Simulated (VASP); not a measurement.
# MgO in VASP: notebook, part 2 of 2

VASP 6.6.1. The steps go on from the part before.

### 5 Single point, PBE

INCAR reads:

```
SYSTEM = MgO
ALGO     = Normal         ! electronic algorithm
EDIFF    = 1E-7           ! SCF threshold, eV
ENCUT    = 520            ! plane-wave cutoff, eV
GGA      = PE             ! functional
ISIF     = 2              ! what is computed and relaxed
ISMEAR   = -1             ! smearing method
LASPH    = .TRUE.         ! aspherical terms in the spheres
LCHARG   = .TRUE.         ! write CHGCAR
LELF     = .TRUE.         ! ELF
LREAL    = .FALSE.        ! projectors in reciprocal space
LVHAR    = .TRUE.       
LWAVE    = .FALSE.        ! write WAVECAR
NBANDS   = 16             ! bands
NELM     = 100            ! most SCF steps
PREC     = Accurate       ! precision mode
SIGMA    = 0.05           ! smearing width, eV
```

KPOINTS reads:

```
k-points
0
G
  8 8 5
  0 0 0
```

POSCAR reads:

```
MgO
1.0
    3.3077869865      0.0000000000      0.0000000000
   -1.6538934933      2.8646275606      0.0000000000
    0.0000000000      0.0000000000      4.9828816700
Mg O
2 2
Direct
    0.6666666667      0.3333333333      0.5021597400
    0.3333333333      0.6666666667      0.0021597400
    0.6666666667      0.3333333333      0.9024402600
    0.3333333333      0.6666666667      0.4024402600
```

On the command line:

```bash
> cat potpaw_PBE.64/Mg/POTCAR potpaw_PBE.64/O/POTCAR > POTCAR
> mpirun -np 1 vasp_std > vasp.out
```

It took 41 s on 1 thread of Intel Xeon 8259CL, shared host; peak memory 0.18 GiB.

Results (log left out):

- Free energy: -23.5201 eV
- Pressure: 3.0 GPa
- Largest force: 0.008 eV/Å
- Band gap on the k mesh: 3.46 eV

Forces on the atoms (eV/Å):
```
Mg   0.000  0.000  0.008
Mg   0.000  0.000  0.008
O    0.000  0.000 -0.008
O    0.000  0.000 -0.008
```

Stress tensor (GPa, compression positive):
```
2.89 0.00 0.00
0.00 2.89 0.00
0.00 0.00 3.11
```

Levels at points of the mesh, in eV from the valence-band top:
```tsv
k point	band 6	band 7	band 8	band 9	band 10	band 11
(0.00, 0.00, 0.00)	-0.45	-0.45	0.00	3.46	8.51	10.34
(0.50, 0.00, 0.00)	-1.32	-0.83	-0.52	7.76	8.08	9.22
```

### 6 Single point, PBE

INCAR reads:

```
SYSTEM = MgO
ALGO = Normal ; EDIFF = 1E-6
ENCUT = 520 ; GGA = PE
ISIF = 2 ; ISMEAR = -1
LASPH = .TRUE. ; LCHARG = .FALSE.
LREAL = .FALSE. ; LWAVE = .FALSE.
NBANDS = 16 ; NELM = 60
PREC = Accurate ; SIGMA = 0.1
```

KPOINTS reads:

```
k-points
0
G
  7 7 4
  0 0 0
```

POSCAR reads:

```
MgO
1.0
    3.3077869865      0.0000000000      0.0000000000
   -1.6538934933      2.8646275606      0.0000000000
    0.0000000000      0.0000000000      4.9828816700
Mg O
2 2
Direct
    0.6635620000      0.3496300000      0.4870640000
    0.3227370000      0.6737780000      0.0089120000
    0.6632130000      0.3311210000      0.9070510000
    0.3041830000      0.6610780000      0.4125900000
```

Potentials or basis: VASP PAW PBE potentials, release 64 (Mg, O).

On the command line:

```bash
> cat potpaw_PBE.64/Mg/POTCAR potpaw_PBE.64/O/POTCAR > POTCAR
> mpirun -np 1 vasp_std > vasp.out
```

OUTCAR:

```text
SYSTEM = MgO
   EDIFF = 1E-6
   ENCUT = 520
   GGA = PE
   ISIF = 2
   ISMEAR = -1
   LASPH = .TRUE.
   LREAL = .FALSE.
   NELM = 60
   PREC = Accurate

 ion  position               nearest neighbor table
   1  0.664  0.350  0.487-   4 1.87   4 1.96   4 2.01   3 2.09   2 3.04   2 3.05   2 3.07   2 3.21
                             2 3.22   2 3.24
   2  0.323  0.674  0.009-   3 1.95   3 1.96   4 2.01   3 2.02   1 3.04   1 3.05   1 3.07   1 3.21
                             1 3.22   1 3.24
   3  0.663  0.331  0.907-   2 1.95   2 1.96   2 2.02   1 2.09
   4  0.304  0.661  0.413-   1 1.87   1 1.96   1 2.01   2 2.01

[... 658 lines left out ...]
  -------------------------------------------------------------------------------------
  Total        2.0205067      1.1349221     -0.1744057      0.9471236     -0.2971046     -0.0848335
  in kB       68.5621783     38.5114928     -5.9181378     32.1388958    -10.0816992     -2.8786683
  external PRESSURE =      33.7185111 kB  Pullay stress =       0.0000000 kB

 VOLUME and BASIS-vectors are now :
 -----------------------------------------------------------------------------
  energy-cutoff  :      520.00
  volume of cell :       47.22
      direct lattice vectors                 reciprocal lattice vectors
     3.307786987  0.000000000  0.000000000     0.302316928  0.174542760  0.000000000
    -1.653893493  2.864627561  0.000000000     0.000000000  0.349085519  0.000000000
     0.000000000  0.000000000  4.982881670     0.000000000  0.000000000  0.200687086

 POSITION                                       TOTAL-FORCE (eV/Angst)
 -----------------------------------------------------------------------------------
      1.61667      1.00156      2.42698        -0.684481     -0.749751      1.112806
     -0.04681      1.93012      0.04441         0.294299     -0.249207     -0.498318
      1.64613      0.94854      4.51973        -0.409242      0.271648      0.006783
     -0.08718      1.89374      2.05589         0.799425      0.727310     -0.621270
 -----------------------------------------------------------------------------------
    total drift:                               -0.000148      0.000044      0.000311

  FREE ENERGIE OF THE ION-ELECTRON SYSTEM (eV)
  ---------------------------------------------------
  free  energy   TOTEN  =       -23.3995719210 eV

  energy  without entropy=      -23.3995719158  energy(sigma->0) =      -23.39957192
```

OSZICAR:

```text
N       E                     dE             d eps       ncg     rms          rms(c)
DAV:   1     0.612960799903E+02    0.61296E+02   -0.75355E+03  3168   0.886E+02
DAV:   2    -0.236789778857E+02   -0.84975E+02   -0.78366E+02  4392   0.196E+02
DAV:   3    -0.276597102380E+02   -0.39807E+01   -0.39724E+01  3624   0.443E+01
DAV:   4    -0.276760088590E+02   -0.16299E-01   -0.16298E-01  3944   0.334E+00
DAV:   5    -0.276760906918E+02   -0.81833E-04   -0.81833E-04  3672   0.225E-01    0.117E+01
DAV:   6    -0.234568977011E+02    0.42192E+01   -0.12176E+01  3168   0.262E+01    0.387E+00
DAV:   7    -0.234071535621E+02    0.49744E-01   -0.16993E-01  3184   0.331E+00    0.220E+00
DAV:   8    -0.234007865626E+02    0.63670E-02   -0.93528E-02  3376   0.334E+00    0.467E-01
DAV:   9    -0.233987282248E+02    0.20583E-02   -0.33285E-03  4016   0.536E-01    0.154E-01
DAV:  10    -0.233996000788E+02   -0.87185E-03   -0.19117E-03  3272   0.294E-01    0.805E-02
DAV:  11    -0.233995755263E+02    0.24552E-04   -0.68282E-05  3648   0.920E-02    0.332E-02
DAV:  12    -0.233995694504E+02    0.60760E-05   -0.26252E-05  3360   0.452E-02    0.769E-03
DAV:  13    -0.233995718741E+02   -0.24237E-05   -0.48053E-06  3168   0.166E-02    0.207E-03
DAV:  14    -0.233995719210E+02   -0.46947E-07   -0.42738E-07  1840   0.510E-03
   1 F= -.23399572E+02 E0= -.23399572E+02  d E =-.525705E-08
```

Run time: 1.7 min. Hardware: 1 thread of Intel Xeon 8259CL, shared host; peak memory 0.22 GiB.

What came out:

| Item | Value |
| --- | --- |
| Free energy | -23.3996 eV |
| Pressure | 3.4 GPa |
| Largest force | 1.506 eV/Å |
| Band gap on the k mesh | 3.34 eV |

Forces on the atoms (eV/Å):
```
Mg  -0.684 -0.750  1.113
Mg   0.294 -0.249 -0.498
O   -0.409  0.272  0.007
O    0.799  0.727 -0.621
```

Stress tensor (GPa, compression positive):
```
 6.86  3.21 -0.29
 3.21  3.85 -1.01
-0.29 -1.01 -0.59
```

Caveat: the cell stands under pressure; forces of over 1 eV/Å act on the atoms, so gaps and moduli don't describe the material at rest.

### 7 Overview

| cell | k mesh | smearing | gap on the mesh (eV) | pressure (GPa) | largest force (eV/Å) |
| --- | --- | --- | --- | --- | --- |
| as given, atomic positions A | 8 × 8 × 5 | methfessel-paxton 0.1 eV | 3.46 | 2.9 | 0.01 |
| as given, atomic positions A | 8 × 8 × 5 | fermi-dirac 0.05 eV | 3.46 | 3.0 | 0.01 |
| as given, atomic positions B | 7 × 7 × 4 | fermi-dirac 0.1 eV | 3.34 | 3.4 | 1.51 |

Alike in all rows: task single point; level PBE; potentials or basis VASP PAW PBE potentials, release 64 (Mg, O); no spin polarisation; cutoff (eV) 520.

Caveats: the cell stands under pressure (at least some runs); forces of over 1 eV/Å act on the atoms, so gaps and moduli don't describe the material at rest (at least some runs).

Total energies depend on the potentials used, so only differences within one code and one set of settings carry meaning.
